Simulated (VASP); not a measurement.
A run of VASP 6.6.1:

File INCAR:

```
PREC = Accurate
ENCUT = 520
EDIFF = 1E-6
ISMEAR = 0
SIGMA = 0.02
LREAL = F
LASPH = T
NELM = 60
ALGO = Normal
ISIF = 2
LWAVE = F
LCHARG = F
LDIPOL = T
IDIPOL = 3
DIPOL = 0.5 0.5 0.500
GGA = PE
IVDW = 12
NBANDS = 32
```

Contents of KPOINTS:

```
regular mesh
0
Gamma
  6 6 1
```

Contents of POSCAR:

```
Bi2Te3
1.0
    4.4367331989      0.0000000000      0.0000000000
   -2.2183665995      3.7669839805      0.0000000000
    0.0000000000      0.0000000000     41.0301607706
Te Bi
3 2
Direct
   -0.0048783081     -0.0097566163      0.4086270618
    0.6666666667      0.3333333333      0.5000000000
    0.3382116415      0.6764232830      0.5913729382
    0.3305150151      0.6610300301      0.4506292103
    0.0028183183      0.0056366366      0.5493707897
```

Potentials or basis: VASP PAW PBE potentials, release 64 (Te, Bi_d).

Launch:

```console
$ cat potpaw_PBE.64/Te/POTCAR potpaw_PBE.64/Bi_d/POTCAR > POTCAR
$ mpirun -np 1 vasp_std > vasp.out
```

Hardware: 1 thread of Intel Xeon 6975P-C, on a shared host.

Problem. How long does it take, and how much memory?

Solution. Wall time 11 min on 1 thread of Intel Xeon 6975P-C (shared host), peak memory 0.93 GiB. Counts: scf iterations 16, k points 13.
